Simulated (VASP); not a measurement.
Runs of VASP 6.6.1 on Pd. The structure is that of space group P6_3/mmc (No. 194), or close to it. The cells are those of the table. 

```tsv
task	cell	cutoff (eV)	k mesh for the DOS	occupations for the DOS	gap on the mesh (eV)	pressure (GPa)
single point	a = 2.236, b = 2.236, c = 3.707 Å, angles 90.0, 90.0, 120.0°, 2 atoms	500	-	-	none	594.2
relaxation of shape and atoms at fixed volume	relaxed from a = 2.234, b = 2.234, c = 3.712 Å, angles 90.0, 90.0, 120.0°, 2 atoms	500	-	-	none	594.4
single point	a = 2.444, b = 2.444, c = 4.057 Å, angles 90.0, 90.0, 120.0°, 2 atoms	500	-	-	none	177.7
single point	a = 2.344, b = 2.344, c = 3.890 Å, angles 90.0, 90.0, 120.0°, 2 atoms	520	-	-	none	325.2
single point	a = 2.702, b = 2.702, c = 4.489 Å, angles 90.0, 90.0, 120.0°, 2 atoms	520	-	-	none	16.8
single point	a = 2.622, b = 2.622, c = 4.355 Å, angles 90.0, 90.0, 120.0°, 2 atoms	520	-	-	none	(b)
single point	a = 2.778, b = 2.778, c = 4.616 Å, angles 90.0, 90.0, 120.0°, 2 atoms	520	-	-	none	-0.3
single point	a = 2.444, b = 2.444, c = 4.057 Å, angles 90.0, 90.0, 120.0°, 2 atoms	520	-	-	none	177.7
single point	a = 2.236, b = 2.236, c = 3.707 Å, angles 90.0, 90.0, 120.0°, 2 atoms	520	-	-	none	(a)
```

Alike in all rows: level PBE; potentials or basis VASP PAW PBE potentials, release 64 (Pd); no spin polarisation; k mesh 17 × 17 × 9; smearing fermi-dirac 0.1 eV.

Problem. Estimate the missing entries.

Solution. (a) 594.3; (b) 45.5.

A k mesh can miss the band edges, and the runs leave out spin-orbit coupling on Pd.

A gap of «none» marks levels without a gap at the run's occupations.
